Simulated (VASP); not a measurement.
# TiTlGe (P4/nmm) in VASP: single point with PBE

Aim: the single point of TiTlGe with PBE.

All numbers are computed with VASP 6.6.1; they aren't measurements. Logs are shortened: lines on timing, memory, paths and dates and some standing lists are left out, and cuts for length are marked.

### 1 The cell of the first run

Symmetry: P4/nmm, No. 129, tetragonal system. The conventional cell has a = 3.716 Å, b = 3.716 Å, c = 8.244 Å, α = 90.00°, β = 90.00°, γ = 90.00°. Ti (site symmetry 4mm) has 4 Ge at 2.77 Å and 5 Tl at 2.86 to 3.02 Å and 4 Ti at 3.72 Å within 3.8 Å. Ge (site symmetry -4m2) has 4 Ge at 2.63 Å and 4 Ti at 2.77 Å within 3.5 Å. Within 3.8 Å of Tl (site symmetry 4mm) lie 5 Ti at 2.86 to 3.02 Å and 8 Tl at 3.25 to 3.72 Å and 4 Ge at 3.67 Å.

### 2 Single point, PBE

Contents of INCAR:

```
SYSTEM = TiTlGe
ALGO = Normal
EDIFF = 1E-6
ENCUT = 520
GGA = PE
ISIF = 2
ISMEAR = -1
LASPH = .TRUE.
LCHARG = .FALSE.
LREAL = .FALSE.
LWAVE = .FALSE.
NBANDS = 48
NELM = 100
PREC = Accurate
SIGMA = 0.1
```

Contents of KPOINTS:

```
k-points
0
G
  9 9 4
  0 0 0
```

Contents of POSCAR:

```
TiTlGe
1.0
    3.7160110000      0.0000000000      0.0000000000
    0.0000000000      3.7160110000      0.0000000000
    0.0000000000      0.0000000000      8.2443400000
Ti Ge Tl
2 2 2
Direct
    0.2500000000      0.2500000000      0.2487500000
    0.7500000000      0.7500000000      0.7512500000
    0.7500000000      0.2500000000      0.0000000000
    0.2500000000      0.7500000000      0.0000000000
    0.2500000000      0.2500000000      0.6155600000
    0.7500000000      0.7500000000      0.3844400000
```

Potentials or basis: VASP PAW PBE potentials, release 64 (Ti_sv, Ge_d, Tl_d).

Started as:

```sh
$ cat potpaw_PBE.64/Ti_sv/POTCAR potpaw_PBE.64/Ge_d/POTCAR potpaw_PBE.64/Tl_d/POTCAR > POTCAR
$ mpirun -np 1 vasp_std > vasp.out
```

OUTCAR:

```text
SYSTEM = TiTlGe
   EDIFF = 1E-6
   ENCUT = 520
   GGA = PE
   ISIF = 2
   ISMEAR = -1
   LASPH = .TRUE.
   LREAL = .FALSE.
   NELM = 100
   PREC = Accurate

 ion  position               nearest neighbor table
   1  0.250  0.250  0.249-   3 2.77   4 2.77   4 2.77   3 2.77   6 2.86   6 2.86   6 2.86   6 2.86
                             5 3.02
   2  0.750  0.750  0.751-   3 2.77   4 2.77   3 2.77   4 2.77   5 2.86   5 2.86   5 2.86   5 2.86
                             6 3.02
   3  0.750  0.250  0.000-   4 2.63   4 2.63   4 2.63   4 2.63   2 2.77   1 2.77   1 2.77   2 2.77

   4  0.250  0.750  0.000-   3 2.63   3 2.63   3 2.63   3 2.63   2 2.77   2 2.77   1 2.77   1 2.77

   5  0.250  0.250  0.616-   2 2.86   2 2.86   2 2.86   2 2.86   1 3.02   6 3.25   6 3.25   6 3.25
                             6 3.25
   6  0.750  0.750  0.384-   1 2.86   1 2.86   1 2.86   1 2.86   2 3.02   5 3.25   5 3.25   5 3.25
                             5 3.25

  LATTYP: Found a simple tetragonal cell.
 ALAT       =     3.7160110000
 C/A-ratio  =     2.2185994606

  Lattice vectors:

 A1 = (   3.7160110000,   0.0000000000,   0.0000000000)
 A2 = (   0.0000000000,   3.7160110000,   0.0000000000)
 A3 = (   0.0000000000,   0.0000000000,   8.2443400000)

Analysis of symmetry for initial positions (statically):
=====================================================================
 Subroutine PRICEL returns:
 Original cell was already a primitive cell.

 Routine SETGRP: Setting up the symmetry group for a
 simple tetragonal supercell.

 Subroutine GETGRP returns: Found 16 space group operations
 (whereof  4 operations were pure point group operations)
 out of a pool of 16 trial point group operations.

The static configuration has the point symmetry C_2h.
 The point group associated with its full space group is D_4h.

Analysis of symmetry for dynamics (positions and initial velocities):
=====================================================================
 Subroutine PRICEL returns:
 Original cell was already a primitive cell.

 Routine SETGRP: Setting up the symmetry group for a
 simple tetragonal supercell.

 Subroutine GETGRP returns: Found 16 space group operations
 (whereof  4 operations were pure point group operations)
 out of a pool of 16 trial point group operations.

The dynamic configuration has the point symmetry C_2h.
 The point group associated with its full space group is D_4h.

 Subroutine INISYM returns: Found 16 space group operations
 (whereof  4 operations are pure point group operations),
 and found     1 'primitive' translations

----------------------------------------------------------------------------------------

                                     Primitive cell

  volume of cell :     113.8439

  direct lattice vectors                    reciprocal lattice vectors
     3.716011000  0.000000000  0.000000000     0.269105770  0.000000000  0.000000000
     0.000000000  3.716011000  0.000000000     0.000000000  0.269105770  0.000000000
     0.000000000  0.000000000  8.244340000     0.000000000  0.000000000  0.121295337

  length of vectors
     3.716011000  3.716011000  8.244340000     0.269105770  0.269105770  0.121295337

  position of ions in fractional coordinates (direct lattice)
     0.250000000  0.250000000  0.248750000
     0.750000000  0.750000000  0.751250000
     0.750000000  0.250000000  0.000000000
     0.250000000  0.750000000  0.000000000
     0.250000000  0.250000000  0.615560000
     0.750000000  0.750000000  0.384440000

  ion indices of the primitive-cell ions
   primitive index   ion index
                 1           1
                 2           2
                 3           3
                 4           4
                 5           5
                 6           6

----------------------------------------------------------------------------------------

 KPOINTS: k-points

Automatic generation of k-mesh.
 Grid dimensions read from file:
 generate k-points for:    9    9    4

 Generating k-lattice:

  Cartesian coordinates                     Fractional coordinates (reciprocal lattice)
     0.029900641  0.000000000  0.000000000     0.111111111  0.000000000  0.000000000
     0.000000000  0.029900641  0.000000000     0.000000000  0.111111111  0.000000000
     0.000000000  0.000000000  0.030323834     0.000000000  0.000000000  0.250000000

  Length of vectors
     0.029900641  0.029900641  0.030323834

  Shift w.r.t. Gamma in fractional coordinates (k-lattice)
     0.000000000  0.000000000  0.000000000

 Subroutine IBZKPT returns following result:
 ===========================================

 Found     45 irreducible k-points:

 Following reciprocal coordinates:
            Coordinates               Weight
  0.000000  0.000000  0.000000      1.000000
  0.111111  0.000000  0.000000      4.000000
  0.222222  0.000000  0.000000      4.000000
  0.333333  0.000000  0.000000      4.000000
  0.444444  0.000000  0.000000      4.000000
  0.111111  0.111111  0.000000      4.000000
[... 16 lines left out ...]
  0.333333  0.111111  0.250000     16.000000
  0.444444  0.111111  0.250000     16.000000
 [... further k-points ...]
   k-points           NKPTS =     45   k-points in BZ     NKDIM =     45   number of bands    NBANDS=     48
   number of dos      NEDOS =    301   number of ions     NIONS =      6
   total plane-waves  NPLWV =  50176
   dimension x,y,z NGX =    28 NGY =   28 NGZ =   64
   dimension x,y,z NGXF=    56 NGYF=   56 NGZF=  128
   ions per type =               2   2   2
   NGX,Y,Z   is equivalent  to a cutoff of  12.53, 12.53, 12.91 a.u.
   NGXF,Y,Z  is equivalent  to a cutoff of  25.05, 25.05, 25.81 a.u.
 SYSTEM =  TiTlGe
   PREC   = accura    normal or accurate (medium, high low for compatibility)
   ISTART =      0    job   : 0-new  1-cont  2-samecut
   ICHARG =      2    charge: 1-file 2-atom 10-const
   ISPIN  =      1    spin polarized calculation?
   LNONCOLLINEAR =      F non collinear calculations
   LSORBIT =      F    spin-orbit coupling
   LASPH  =      T    aspherical Exc in radial PAW
   ENCUT  =  520.0 eV  38.22 Ry    6.18 a.u.   6.91  6.91 15.33*2*pi/ulx,y,z
   NELM   =    100;   NELMIN=  2; NELMDL= -5     # of ELM steps
   EDIFF  = 0.1E-05   stopping-criterion for ELM
   LREAL  =      F    real-space projection
   EDIFFG = 0.1E-04   stopping-criterion for IOM
   NSW    =      0    number of steps for IOM
   IBRION =     -1    ionic relax: 0-MD 1-quasi-New 2-CG
   NFREE  =      0    steps in history (QN), initial steepest desc. (CG)
   ISIF   =      2    stress and relaxation
   ISYM   =      2    0-nonsym 1-usesym 2-fastsym
   POTIM  = 0.5000    time-step for ionic-motion
   TEBEG  =    0.0;   TEEND  =   0.0 temperature during run
   PSTRESS=    0.0 pullay stress
   NELECT =      78.0000    total number of electrons
   NUPDOWN=      -1.0000    fix difference up-down
   EMIN   =  10.00;   EMAX   =-10.00  energy-range for DOS
   EFERMI =   0.00;   METHOD = LEGACY
   ISMEAR =    -1;   SIGMA  =   0.10  broadening in eV -4-tet -1-fermi 0-gaus
   EFERMI_NEDOS =   21; number of points for ismear=-14 and -15
   IALGO  =     38    algorithm
   IMIX   =      4    mixing-type and parameters
     AMIX     =   0.40;   BMIX     =  1.00
     AMIX_MAG =   1.60;   BMIX_MAG =  1.00
  volume/ion in A,a.u.               =      18.97       128.04
  Fermi-wavevector in a.u.,A,eV,Ry     =   1.443233  2.727315 28.339862  2.082921
  Thomas-Fermi vector in A             =   2.561664
   LORBIT       =      0    0 simple, 1 ext, 2 COOP (PROOUT), +10 PAW based schemes
   GGA     = PE    functional components
   LHFCALC =     F    Hartree Fock is set to
   AEXX    =    0.0000 exact exchange contribution
   IVDW    =     0    specifies the selected vdW correction
   LEPSILON=     F    determine dielectric tensor
   LRPA    =     F    only Hartree local field effects (RPA)
 non-spin polarized calculation
  energy-cutoff  :      520.00
  volume of cell :      113.84
 maximum number of plane-waves:      3084
 NGX is ok and might be reduce to    28
   NGX = 13   NGY = 13   NGZ = 31

 number of electron      78.0000011 magnetization

 Free energy of the ion-electron system (eV)
  ---------------------------------------------------
  ext. energy  EPLUGINS =         0.00000000
  ---------------------------------------------------
  free energy    TOTEN  =       -28.63410428 eV

  energy without entropy =      -28.38431845  energy(sigma->0) =      -28.50921137

 E-fermi :   8.4368     XC(G=0): -11.5383

 val. band max:        8.4360266145   @ k =   0.2222   0.2222   0.2500
 cond. band min:       8.4456719345   @ k =   0.4444   0.4444   0.2500
 fundamental gap:      0.0096453200
 Fermi energy:         8.4368243361

 k-point     1 :       0.0000    0.0000    0.0000
  band No.  band energies     occupation
      1     -48.5757      2.00000
      2     -48.5756      2.00000
      3     -24.8615      2.00000
      4     -24.8615      2.00000
      5     -24.8613      2.00000
      6     -24.8613      2.00000
[... 40 lines left out ...]
     47      12.5891      0.00000
     48      12.9988      0.00000

 k-point     2 :       0.1111    0.0000    0.0000
  band No.  band energies     occupation
      1     -48.5755      2.00000
      2     -48.5754      2.00000
      3     -24.8654      2.00000
      4     -24.8653      2.00000
      5     -24.8613      2.00000
      6     -24.8611      2.00000
[... 40 lines left out ...]
     47      12.2214      0.00000
     48      12.7818      0.00000

 k-point     3 :       0.2222    0.0000    0.0000
  band No.  band energies     occupation
      1     -48.5750      2.00000
      2     -48.5748      2.00000
      3     -24.8755      2.00000
      4     -24.8753      2.00000
      5     -24.8608      2.00000
      6     -24.8607      2.00000
[... 40 lines left out ...]
     47      11.1436      0.00000
     48      12.4186      0.00000

 k-point     4 :       0.3333    0.0000    0.0000
  band No.  band energies     occupation
      1     -48.5743      2.00000
      2     -48.5742      2.00000
      3     -24.8869      2.00000
      4     -24.8867      2.00000
      5     -24.8603      2.00000
      6     -24.8602      2.00000
[... 958 lines left out ...]
     47      11.4806      0.00000
     48      12.3964      0.00000

 k-point    23 :       0.3333    0.1111    0.2500
  band No.  band energies     occupation
      1     -48.5741      2.00000
      2     -48.5741      2.00000
      3     -24.8864      2.00000
      4     -24.8863      2.00000
      5     -24.8640      2.00000
      6     -24.8639      2.00000
[... 40 lines left out ...]
     47      11.2641      0.00000
     48      11.8461      0.00000

 k-point    24 :       0.4444    0.1111    0.2500
  band No.  band energies     occupation
      1     -48.5737      2.00000
      2     -48.5737      2.00000
      3     -24.8937      2.00000
      4     -24.8937      2.00000
      5     -24.8636      2.00000
      6     -24.8636      2.00000
[... 40 lines left out ...]
     47      11.3284      0.00000
     48      11.6996      0.00000

 [... further k-points ...]
[... 5 lines left out ...]
  --------------------------------------------------------------------------------------
  -------------------------------------------------------------------------------------
  Total        4.3702279      4.3702279      3.5470811      0.0000000      0.0000000     -0.0000000
  in kB       61.5042029     61.5042029     49.9196834      0.0000000      0.0000000     -0.0000000
  external PRESSURE =      57.6426964 kB  Pullay stress =       0.0000000 kB

 VOLUME and BASIS-vectors are now :
 -----------------------------------------------------------------------------
  energy-cutoff  :      520.00
  volume of cell :      113.84
      direct lattice vectors                 reciprocal lattice vectors
     3.716011000  0.000000000  0.000000000     0.269105770  0.000000000  0.000000000
     0.000000000  3.716011000  0.000000000     0.000000000  0.269105770  0.000000000
     0.000000000  0.000000000  8.244340000     0.000000000  0.000000000  0.121295337

 POSITION                                       TOTAL-FORCE (eV/Angst)
 -----------------------------------------------------------------------------------
      0.92900      0.92900      2.05078        -0.000000      0.000000     -1.451188
      2.78701      2.78701      6.19356         0.000000      0.000000      1.451188
      2.78701      0.92900      0.00000         0.000000      0.000000      0.000000
      0.92900      2.78701      0.00000        -0.000000      0.000000      0.000000
      0.92900      0.92900      5.07489        -0.000000     -0.000000      0.285142
      2.78701      2.78701      3.16945         0.000000      0.000000     -0.285142
 -----------------------------------------------------------------------------------
    total drift:                                0.000000      0.000000     -0.000000

  FREE ENERGIE OF THE ION-ELECTRON SYSTEM (eV)
  ---------------------------------------------------
  free  energy   TOTEN  =       -28.6341042842 eV

  energy  without entropy=      -28.3843184497  energy(sigma->0) =      -28.50921137
```

It took 1.8 min on 1 thread of Intel Xeon 6975P-C (Granite Rapids), shared host; peak memory 0.36 GiB.

What came out:

```yaml
Free_energy: -28.6341 eV
Pressure: 5.8 GPa
Largest_force: 1.451 eV/Å
Band_gap_on_the_k_mesh: zero (bands 39 and 40 overlap by 1.06 eV)
```

Forces in eV/Å, atoms in the order of the input:
```
Ti   0.000  0.000 -1.451
Ti   0.000  0.000  1.451
Ge   0.000  0.000  0.000
Ge   0.000  0.000  0.000
Tl   0.000  0.000  0.285
Tl   0.000  0.000 -0.285
```

Stress tensor (GPa, compression positive):
```
6.15 0.00 0.00
0.00 6.15 0.00
0.00 0.00 4.99
```

Levels at points of the mesh, in eV from the Fermi level:
```tsv
k point	band 35	band 36	band 37	band 38	band 39	band 40	band 41	band 42	band 43	band 44
(0.00, 0.00, 0.00)	-2.19	-1.99	-0.87	0.58	0.58	0.64	0.64	0.83	1.15	1.31
(0.00, 0.00, 0.50)	-2.32	-0.87	-0.59	0.05	0.05	1.16	1.17	1.30	1.34	1.74
```

Caveat: the cell stands under pressure; spin-orbit coupling is left out, which moves the levels of the heavy elements; forces of over 1 eV/Å act on the atoms, so gaps and moduli don't describe the material at rest.
